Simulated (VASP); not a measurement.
Here is a VASP 6.6.1 calculation.

Contents of INCAR:

```
ALGO = Normal ; EDIFF = 1E-6
ENCUT = 520 ; GGA = PS
ISIF = 2 ; ISMEAR = 0
LASPH = True ; LCHARG = True
LELF = True ; LREAL = False
LVHAR = True ; LWAVE = False
NBANDS = 16 ; NELM = 60
PREC = Accurate ; SIGMA = 0.02
```

The input KPOINTS:

```
k-points
0
Gamma
  8 8 8
```

The input POSCAR:

```
ZnSe
1.0
    0.0000000000      2.8166236567      2.8166236567
    2.8166236567      0.0000000000      2.8166236567
    2.8166236567      2.8166236567      0.0000000000
Zn Se
1 1
Direct
    0.0000000000      0.0000000000      0.0000000000
    0.7500000000      0.7500000000      0.7500000000
```

Potentials or basis: VASP PAW PBE potentials, release 64 (Zn, Se).

Launch:

```console
$ cat potpaw_PBE.64/Zn/POTCAR potpaw_PBE.64/Se/POTCAR > POTCAR
$ mpirun -np 1 vasp_std > vasp.out
```

(1) Estimate the band gap on the k mesh.

(2) Estimate the pressure.

Results:

(1) 1.24 eV, direct.

(2) 0.3 GPa.

Caveat: the PAW data sets were made with another functional, which shifts forces and pressure a little.
